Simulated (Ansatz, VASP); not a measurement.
GaN: VASP beside Ansatz

```
Ga N
1.0
     3.08460    0.00000    0.00000
    -1.54230    2.75396    0.00000
     0.00000    0.00000    5.16600
Ga N
2 2
Direct
  0.33333 0.66667 0.00000
  0.66667 0.33333 0.50000
  0.33333 0.66667 0.37500
  0.66667 0.33333 0.87500
```

Change from the starting cell: strain -0.0300 x Voigt [1, 0, 0, 0, 0, 0], atoms carried along.

Alike in both runs: task single point; functional PBE; k mesh 12 × 12 × 6; occupations gaussian, width 0.05 eV; no spin polarisation.

```csv
,VASP,Ansatz
version,VASP 6.6.1,Ansatz 0.2.0
potentials or method,"VASP PAW PBE potentials, release 64 (Ga_d, N), cutoff 520 eV","scalar-relativistic, plane waves, PAW"
valence electrons in the cell,36,36
```

|  | VASP | Ansatz | Ansatz less VASP |
| --- | --- | --- | --- |
| gap on the k mesh at the Fermi level (eV) | 2.05 | 2.04 | -0.010 |
| least direct gap on the mesh (eV) | 2.05 | 2.04 | -0.010 |
| pressure (GPa) | 14.0 | 14.0 | 0.00 |
| traceless stress, the component that is largest in VASP (GPa) | 6.63 | 6.66 | +0.026 |
| rms of the force components (eV/Å) | 0.188 | 0.192 | +0.0035 |

Atom by atom the forces differ by 0.004 eV/Å (rms over components). With one functional, cell and mesh, what is left measures potentials, basis and numerics.
